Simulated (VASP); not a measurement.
# TiAl3H in VASP: a series of runs

Runs on TiAl3H. Level: LDA. Tasks: single point.

Program: VASP 6.6.1. These are calculated values, not measurements. Logs are shortened: lines on timing, memory, paths and dates and some standing lists are left out, and cuts for length are marked.

## (1) The cell of the first run

The cell holds a slab with vacuum, 10 atoms: a = 5.013 Å, b = 5.013 Å, c = 22.068 Å, α = 90.00°, β = 90.00°, γ = 64.41°.

## (2) Single point, LDA

INCAR reads:

```
ALGO = Normal
DIPOL = 0.5 0.5 0.310
EDIFF = 1E-7
ENCUT = 520
GGA = CA
IDIPOL = 3
ISIF = 2
ISMEAR = 0
LASPH = T
LCHARG = F
LDIPOL = T
LREAL = F
LWAVE = F
NBANDS = 33
NELM = 100
PREC = Accurate
SIGMA = 0.1
```

KPOINTS reads:

```
k-points
0
Gamma
  6 6 1
```

POSCAR reads:

```
TiAl3H
1.0
    5.0133158832      0.0000000000      0.0000000000
    2.1650041019      4.5217356605      0.0000000000
    0.0000000000      0.0000000000     22.0677223531
Al Ti H
6 2 2
Direct
    0.5000000000      0.0000000000      0.1812602105
    0.0000000000      0.5000000000      0.1812602105
    0.0000000000      0.0000000000      0.2418017965
    0.0000000000      0.5000000000      0.3061179612
    0.5000000000      0.0000000000      0.3061179612
    0.5000000000      0.5000000000      0.3655892631
    0.5000000000      0.5000000000      0.2418017965
    0.0000000000      0.0000000000      0.3624433202
    0.0000000000     -0.0916559041      0.4584851210
    0.0000000000      0.0916559041      0.4584851210
```

Potentials or basis: VASP PAW LDA potentials, release 64 (Al, Ti_sv, H).

On the command line:

```
$ cat potpaw_LDA.64/Al/POTCAR potpaw_LDA.64/Ti_sv/POTCAR potpaw_LDA.64/H/POTCAR > POTCAR
$ mpirun -np 1 vasp_std > vasp.out
```

OUTCAR:

```text
EDIFF = 1E-7
   ENCUT = 520
   GGA = CA
   ISIF = 2
   ISMEAR = 0
   LASPH = T
   LREAL = F
   NELM = 100
   PREC = Accurate

 ion  position               nearest neighbor table
   1  0.500  0.000  0.181-   2 2.67   2 2.67   5 2.76   7 2.84   7 2.84   3 2.84   3 2.84
   2  0.000  0.500  0.181-   1 2.67   1 2.67   4 2.76   3 2.84   3 2.84   7 2.84   7 2.84
   3  0.000  0.000  0.242-   8 2.66   7 2.67   7 2.67   2 2.84   2 2.84   1 2.84   1 2.84   4 2.88
                             4 2.88   5 2.88   5 2.88
   4  0.000  0.500  0.306-   5 2.67   5 2.67   2 2.76   8 2.80   8 2.80   6 2.83   6 2.83   3 2.88
                             3 2.88   7 2.88   7 2.88
   5  0.500  0.000  0.306-   4 2.67   4 2.67   1 2.76   8 2.80   8 2.80   6 2.83   6 2.83   7 2.88
                             7 2.88   3 2.88   3 2.88
   6  0.500  0.500  0.366-   8 2.67   8 2.67   7 2.73   5 2.83   5 2.83   4 2.83   4 2.83
   7  0.500  0.500  0.242-   3 2.67   3 2.67   6 2.73   1 2.84   1 2.84   2 2.84   2 2.84   5 2.88
                             5 2.88   4 2.88   4 2.88
   8  0.000  0.000  0.362-   3 2.66   6 2.67   6 2.67   4 2.80   4 2.80   5 2.80   5 2.80
   9  0.000  0.908  0.458-
  10  0.000  0.092  0.458-

  LATTYP: Found a base centered orthorhombic cell.
 ALAT       =     5.3440596354
 B/A-ratio  =     1.5875142919
 C/A-ratio  =     4.1293929819

  Lattice vectors:

 A1 = (  -2.1650041019,  -4.5217356605,   0.0000000000)
 A2 = (   5.0133158832,   0.0000000000,   0.0000000000)
 A3 = (   0.0000000000,   0.0000000000,  22.0677223531)

Analysis of symmetry for initial positions (statically):
=====================================================================
 Subroutine PRICEL returns:
 Original cell was already a primitive cell.

 Routine SETGRP: Setting up the symmetry group for a
 base centered orthorhombic supercell.

 Subroutine GETGRP returns: Found  2 space group operations
 (whereof  2 operations were pure point group operations)
 out of a pool of  8 trial point group operations.

The static configuration has the point symmetry C_2 .

Analysis of symmetry for dynamics (positions and initial velocities):
=====================================================================
 Subroutine PRICEL returns:
 Original cell was already a primitive cell.

 Routine SETGRP: Setting up the symmetry group for a
 base centered orthorhombic supercell.

 Subroutine GETGRP returns: Found  2 space group operations
 (whereof  2 operations were pure point group operations)
 out of a pool of  8 trial point group operations.

The dynamic configuration has the point symmetry C_2 .

 Subroutine INISYM returns: Found  2 space group operations
 (whereof  2 operations are pure point group operations),
 and found     1 'primitive' translations

[... 126 lines left out ...]
  volume/ion in A,a.u.               =      50.03       337.59
  Fermi-wavevector in a.u.,A,eV,Ry     =   0.728053  1.375821  7.211925  0.530062
  Thomas-Fermi vector in A             =   1.819430
   LORBIT       =      0    0 simple, 1 ext, 2 COOP (PROOUT), +10 PAW based schemes
   GGA     = CA    functional components
   LHFCALC =     F    Hartree Fock is set to
   AEXX    =    0.0000 exact exchange contribution
   IVDW    =     0    specifies the selected vdW correction
   LEPSILON=     F    determine dielectric tensor
   LRPA    =     F    only Hartree local field effects (RPA)
 non-spin polarized calculation
 Gauss-broadening in eV      SIGMA  =   0.10
  energy-cutoff  :      520.00
  volume of cell :      500.25
 maximum number of plane-waves:     13496
 NGX is ok and might be reduce to    40
   NGX = 19   NGY = 19   NGZ = 83

 dipolmoment           0.000000      0.000000      0.171809 electrons x Angstroem

 number of electron      44.0000003 magnetization

 dipolmoment           0.000000      0.000000     -0.067471 electrons x Angstroem

 Free energy of the ion-electron system (eV)
  ---------------------------------------------------
  ext. energy  EPLUGINS =         0.00000000
  ---------------------------------------------------
  free energy    TOTEN  =       -46.79108658 eV

  energy without entropy =      -46.75757044  energy(sigma->0) =      -46.77432851

 E-fermi :  -0.9768     XC(G=0):  -3.9212

 val. band max:       -0.9920939937   @ k =   0.5000   0.3333   0.0000
 cond. band min:      -0.9739859135   @ k =   0.5000   0.1667   0.0000
 fundamental gap:      0.0181080802
 Fermi energy:        -0.9767790226

 k-point     1 :       0.0000    0.0000    0.0000
  band No.  band energies     occupation
      1     -57.0160      2.00000
      2     -56.7369      2.00000
      3     -33.7662      2.00000
      4     -33.7247      2.00000
      5     -33.5845      2.00000
      6     -33.4975      2.00000
[... 709 lines left out ...]
     32       2.4058      0.00000
     33       2.5404      0.00000

------------------------ aborting loop because EDIFF is reached ----------------------------------------

 vacuum level on the upper side and lower side of the slab       (xc-potential included)        -0.281         0.245

  FORCE on cell =-STRESS in cart. coord.  units (eV):
  Direction    XX          YY          ZZ          XY          YZ          ZX
  --------------------------------------------------------------------------------------
  -------------------------------------------------------------------------------------
  Total       -6.1734799     -5.5860789     -2.7927654     -1.9646318      0.0000000      0.0000000
  in kB      -19.7721034    -17.8908056     -8.9445252     -6.2922214      0.0000000      0.0000000
  external PRESSURE =     -15.5358114 kB  Pullay stress =       0.0000000 kB

 VOLUME and BASIS-vectors are now :
 -----------------------------------------------------------------------------
  energy-cutoff  :      520.00
  volume of cell :      500.25
      direct lattice vectors                 reciprocal lattice vectors
     5.013315883  0.000000000  0.000000000     0.199468779 -0.095505522  0.000000000
     2.165004102  4.521735661  0.000000000     0.000000000  0.221154016  0.000000000
     0.000000000  0.000000000 22.067722353     0.000000000  0.000000000  0.045315053

 POSITION                                       TOTAL-FORCE (eV/Angst)
 -----------------------------------------------------------------------------------
      2.50666      0.00000      4.00000         0.000000      0.000000      0.555402
      1.08250      2.26087      4.00000         0.000000      0.000000      0.554078
      0.00000      0.00000      5.33601         0.000000      0.000000     -0.751117
      1.08250      2.26087      6.75533         0.000000      0.000000      0.017837
      2.50666      0.00000      6.75533         0.000000      0.000000     -0.019920
      3.58916      2.26087      8.06772         0.000000      0.000000      0.097696
      3.58916      2.26087      5.33601        -0.000000      0.000000     -0.446942
      0.00000      0.00000      7.99830        -0.000000      0.000000      0.709634
      1.96657      4.10729     10.11772         1.081649      1.543319     -0.358334
      0.19844      0.41444     10.11772        -1.081649     -1.543319     -0.358334
 -----------------------------------------------------------------------------------
    total drift:                                0.000000      0.000000      0.000012

  FREE ENERGIE OF THE ION-ELECTRON SYSTEM (eV)
  ---------------------------------------------------
  free  energy   TOTEN  =       -46.7910865835 eV

  energy  without entropy=      -46.7575704411  energy(sigma->0) =      -46.77432851

 vacuum level on the upper side and lower side of the slab         2.908         3.446
```

stdout:

```text
POSCAR found type information on POSCAR AlTiH
 POSCAR found :  3 types and      10 ions
 scaLAPACK will be used
 LDA part: xc-table for (Slater(with rela. corr.)+CA(PZ))
 , standard interpolation
 POSCAR, INCAR and KPOINTS ok, starting setup
 FFT: planning ... GRIDC
 FFT: planning ... GRID_SOFT
 FFT: planning ... GRID
 WAVECAR not read
 entering main loop
```

Run time: 13 min. Hardware: 1 thread of Intel Xeon 6975P-C (Granite Rapids), shared host; peak memory 0.59 GiB.

Results:

- Free energy: -46.7911 eV
- Largest force: 1.918 eV/Å
- Band gap on the k mesh: zero (bands 22 and 23 overlap by 0.30 eV)

Forces in eV/Å, atoms in the order of the input:
```
Al   0.000  0.000  0.555
Al   0.000  0.000  0.554
Al   0.000  0.000 -0.751
Al   0.000  0.000  0.018
Al   0.000  0.000 -0.020
Al   0.000  0.000  0.098
Ti   0.000  0.000 -0.447
Ti   0.000  0.000  0.710
H    1.082  1.543 -0.358
H   -1.082 -1.543 -0.358
```

## (3) Single point, LDA

INCAR reads:

```
SYSTEM = TiAl3H
  PREC = Accurate
  ENCUT = 520
  EDIFF = 1E-6
  ISMEAR = 0
  SIGMA = 0.1
  LREAL = .FALSE.
  LASPH = .TRUE.
  NELM = 100
  ALGO = Normal
  ISIF = 2
  LWAVE = .FALSE.
  LCHARG = .FALSE.
  LDIPOL = .TRUE.
  IDIPOL = 3
  DIPOL = 0.5 0.5 0.319
  NBANDS = 33
```

KPOINTS reads:

```
Automatic mesh
0
G
  6 6 1
  0 0 0
```

POSCAR, as its differences from that of step 2:

```diff
@@ -16,3 +16,3 @@
     0.0000000000      0.0000000000      0.3624433202
-    0.0000000000     -0.0916559041      0.4584851210
-    0.0000000000      0.0916559041      0.4584851210
+    0.0000000000     -0.0916559041      0.5015344210
+    0.0000000000      0.0916559041      0.5015344210
```

Potentials or basis: VASP PAW LDA potentials, release 64 (Al, Ti_sv, H).

On the command line:

```
$ cat potpaw_LDA.64/Al/POTCAR potpaw_LDA.64/Ti_sv/POTCAR potpaw_LDA.64/H/POTCAR > POTCAR
$ mpirun -np 1 vasp_std > vasp.out
```

OUTCAR:

```text
SYSTEM = TiAl3H
   PREC = Accurate
   ENCUT = 520
   EDIFF = 1E-6
   ISMEAR = 0
   LREAL = .FALSE.
   LASPH = .TRUE.
   NELM = 100
   ISIF = 2

 ion  position               nearest neighbor table
   1  0.500  0.000  0.181-   2 2.67   2 2.67   5 2.76   7 2.84   7 2.84   3 2.84   3 2.84
   2  0.000  0.500  0.181-   1 2.67   1 2.67   4 2.76   3 2.84   3 2.84   7 2.84   7 2.84
   3  0.000  0.000  0.242-   8 2.66   7 2.67   7 2.67   2 2.84   2 2.84   1 2.84   1 2.84   4 2.88
                             4 2.88   5 2.88   5 2.88
   4  0.000  0.500  0.306-   5 2.67   5 2.67   2 2.76   8 2.80   8 2.80   6 2.83   6 2.83   3 2.88
                             3 2.88   7 2.88   7 2.88
   5  0.500  0.000  0.306-   4 2.67   4 2.67   1 2.76   8 2.80   8 2.80   6 2.83   6 2.83   7 2.88
                             7 2.88   3 2.88   3 2.88
   6  0.500  0.500  0.366-   8 2.67   8 2.67   7 2.73   5 2.83   5 2.83   4 2.83   4 2.83
   7  0.500  0.500  0.242-   3 2.67   3 2.67   6 2.73   1 2.84   1 2.84   2 2.84   2 2.84   5 2.88
                             5 2.88   4 2.88   4 2.88
   8  0.000  0.000  0.362-   3 2.66   6 2.67   6 2.67   4 2.80   4 2.80   5 2.80   5 2.80
   9  0.000  0.908  0.502-
  10  0.000  0.092  0.502-

  LATTYP: Found a base centered orthorhombic cell.
 ALAT       =     5.3440596354
 B/A-ratio  =     1.5875142919
 C/A-ratio  =     4.1293929819

  Lattice vectors:

 A1 = (  -2.1650041019,  -4.5217356605,   0.0000000000)
 A2 = (   5.0133158832,   0.0000000000,   0.0000000000)
 A3 = (   0.0000000000,   0.0000000000,  22.0677223531)

Analysis of symmetry for initial positions (statically):
=====================================================================
 Subroutine PRICEL returns:
 Original cell was already a primitive cell.

 Routine SETGRP: Setting up the symmetry group for a
 base centered orthorhombic supercell.

 Subroutine GETGRP returns: Found  2 space group operations
 (whereof  2 operations were pure point group operations)
 out of a pool of  8 trial point group operations.

The static configuration has the point symmetry C_2 .

Analysis of symmetry for dynamics (positions and initial velocities):
=====================================================================
 Subroutine PRICEL returns:
 Original cell was already a primitive cell.

 Routine SETGRP: Setting up the symmetry group for a
 base centered orthorhombic supercell.

 Subroutine GETGRP returns: Found  2 space group operations
 (whereof  2 operations were pure point group operations)
 out of a pool of  8 trial point group operations.

The dynamic configuration has the point symmetry C_2 .

 Subroutine INISYM returns: Found  2 space group operations
 (whereof  2 operations are pure point group operations),
 and found     1 'primitive' translations

----------------------------------------------------------------------------------------

                                     Primitive cell

  volume of cell :     500.2508

  direct lattice vectors                    reciprocal lattice vectors
     5.013315883  0.000000000  0.000000000     0.199468779 -0.095505522  0.000000000
     2.165004102  4.521735661  0.000000000     0.000000000  0.221154016  0.000000000
     0.000000000  0.000000000 22.067722353     0.000000000  0.000000000  0.045315053

  length of vectors
     5.013315883  5.013315883 22.067722353     0.221154016  0.221154016  0.045315053

  position of ions in fractional coordinates (direct lattice)
     0.500000000  0.000000000  0.181260210
     0.000000000  0.500000000  0.181260210
     0.000000000  0.000000000  0.241801796
[... 74 lines left out ...]
   ions per type =               6   2   2
   NGX,Y,Z   is equivalent  to a cutoff of  13.26, 13.26, 12.66 a.u.
   NGXF,Y,Z  is equivalent  to a cutoff of  26.53, 26.53, 25.31 a.u.
 SYSTEM =  TiAl3H
   PREC   = accura    normal or accurate (medium, high low for compatibility)
   ISTART =      0    job   : 0-new  1-cont  2-samecut
   ICHARG =      2    charge: 1-file 2-atom 10-const
   ISPIN  =      1    spin polarized calculation?
   LNONCOLLINEAR =      F non collinear calculations
   LSORBIT =      F    spin-orbit coupling
   LASPH  =      T    aspherical Exc in radial PAW
   ENCUT  =  520.0 eV  38.22 Ry    6.18 a.u.   9.32  9.32 41.03*2*pi/ulx,y,z
   NELM   =    100;   NELMIN=  2; NELMDL= -5     # of ELM steps
   EDIFF  = 0.1E-05   stopping-criterion for ELM
   LREAL  =      F    real-space projection
[... 7 lines left out ...]
   TEBEG  =    0.0;   TEEND  =   0.0 temperature during run
   PSTRESS=    0.0 pullay stress
   NELECT =      44.0000    total number of electrons
   NUPDOWN=      -1.0000    fix difference up-down
   EMIN   =  10.00;   EMAX   =-10.00  energy-range for DOS
   EFERMI =   0.00;   METHOD = LEGACY
   ISMEAR =     0;   SIGMA  =   0.10  broadening in eV -4-tet -1-fermi 0-gaus
   EFERMI_NEDOS =   21; number of points for ismear=-14 and -15
   IALGO  =     38    algorithm
   IMIX   =      4    mixing-type and parameters
     AMIX     =   0.40;   BMIX     =  1.00
     AMIX_MAG =   1.60;   BMIX_MAG =  1.00
  volume/ion in A,a.u.               =      50.03       337.59
  Fermi-wavevector in a.u.,A,eV,Ry     =   0.728053  1.375821  7.211925  0.530062
  Thomas-Fermi vector in A             =   1.819430
   LORBIT       =      0    0 simple, 1 ext, 2 COOP (PROOUT), +10 PAW based schemes
   GGA     = CA    functional components
   LHFCALC =     F    Hartree Fock is set to
   AEXX    =    0.0000 exact exchange contribution
   IVDW    =     0    specifies the selected vdW correction
   LEPSILON=     F    determine dielectric tensor
   LRPA    =     F    only Hartree local field effects (RPA)
 non-spin polarized calculation
 Gauss-broadening in eV      SIGMA  =   0.10
  energy-cutoff  :      520.00
  volume of cell :      500.25
 maximum number of plane-waves:     13496
 NGX is ok and might be reduce to    40
   NGX = 19   NGY = 19   NGZ = 83

 dipolmoment           0.000000      0.000000      0.136788 electrons x Angstroem

 number of electron      44.0000003 magnetization

 dipolmoment           0.000000      0.000000     -0.065687 electrons x Angstroem

 Free energy of the ion-electron system (eV)
  ---------------------------------------------------
  ext. energy  EPLUGINS =         0.00000000
  ---------------------------------------------------
  free energy    TOTEN  =       -46.23820997 eV

  energy without entropy =      -46.19976720  energy(sigma->0) =      -46.21898858

 E-fermi :  -0.9154     XC(G=0):  -4.0320

 val. band max:       -0.9472176218   @ k =   0.5000   0.1667   0.0000
 cond. band min:      -0.9123510046   @ k =   0.3333   0.3333   0.0000
 fundamental gap:      0.0348666172
 Fermi energy:        -0.9154320433

 k-point     1 :       0.0000    0.0000    0.0000
  band No.  band energies     occupation
      1     -57.1254      2.00000
      2     -56.7087      2.00000
      3     -33.9471      2.00000
      4     -33.7968      2.00000
      5     -33.6373      2.00000
      6     -33.4566      2.00000
[... 709 lines left out ...]
     32       2.2408      0.00000
     33       2.5577      0.00000

------------------------ aborting loop because EDIFF is reached ----------------------------------------

 vacuum level on the upper side and lower side of the slab       (xc-potential included)        -0.279         0.241

  FORCE on cell =-STRESS in cart. coord.  units (eV):
  Direction    XX          YY          ZZ          XY          YZ          ZX
  --------------------------------------------------------------------------------------
  -------------------------------------------------------------------------------------
  Total       -6.1148246     -6.3187681     -2.3559746     -2.4720792      0.0000000      0.0000000
  in kB      -19.5842452    -20.2374247     -7.5455939     -7.9174479      0.0000000      0.0000000
  external PRESSURE =     -15.7890879 kB  Pullay stress =       0.0000000 kB

 VOLUME and BASIS-vectors are now :
 -----------------------------------------------------------------------------
  energy-cutoff  :      520.00
  volume of cell :      500.25
      direct lattice vectors                 reciprocal lattice vectors
     5.013315883  0.000000000  0.000000000     0.199468779 -0.095505522  0.000000000
     2.165004102  4.521735661  0.000000000     0.000000000  0.221154016  0.000000000
     0.000000000  0.000000000 22.067722353     0.000000000  0.000000000  0.045315053

 POSITION                                       TOTAL-FORCE (eV/Angst)
 -----------------------------------------------------------------------------------
      2.50666      0.00000      4.00000        -0.000000      0.000000      0.577845
      1.08250      2.26087      4.00000         0.000000      0.000000      0.576880
      0.00000      0.00000      5.33601        -0.000000      0.000000     -0.686631
      1.08250      2.26087      6.75533         0.000000      0.000000      0.024630
      2.50666      0.00000      6.75533         0.000000      0.000000      0.015038
      3.58916      2.26087      8.06772        -0.000000      0.000000     -0.029068
      3.58916      2.26087      5.33601         0.000000      0.000000     -0.516052
      0.00000      0.00000      7.99830         0.000000      0.000000      0.315431
      1.96657      4.10729     11.06772         1.297177      2.596542     -0.139037
      0.19844      0.41444     11.06772        -1.297177     -2.596542     -0.139037
 -----------------------------------------------------------------------------------
    total drift:                                0.000000      0.000000      0.000021

  FREE ENERGIE OF THE ION-ELECTRON SYSTEM (eV)
  ---------------------------------------------------
  free  energy   TOTEN  =       -46.2382099717 eV

  energy  without entropy=      -46.1997671983  energy(sigma->0) =      -46.21898858

 vacuum level on the upper side and lower side of the slab         2.929         3.454
```

Wall time 12 min (1 thread of Intel Xeon 6975P-C (Granite Rapids), shared host); peak memory 0.6 GiB.

Results:

* Free energy: -46.2382 eV
* Largest force: 2.906 eV/Å
* Band gap on the k mesh: zero (bands 22 and 23 overlap by 0.33 eV)

Forces on the atoms (eV/Å):
```
Al   0.000  0.000  0.578
Al   0.000  0.000  0.577
Al   0.000  0.000 -0.687
Al   0.000  0.000  0.025
Al   0.000  0.000  0.015
Al   0.000  0.000 -0.029
Ti   0.000  0.000 -0.516
Ti   0.000  0.000  0.315
H    1.297  2.597 -0.139
H   -1.297 -2.597 -0.139
```

The gap in the log of VASP goes by the Fermi energy; the results here count the filled bands.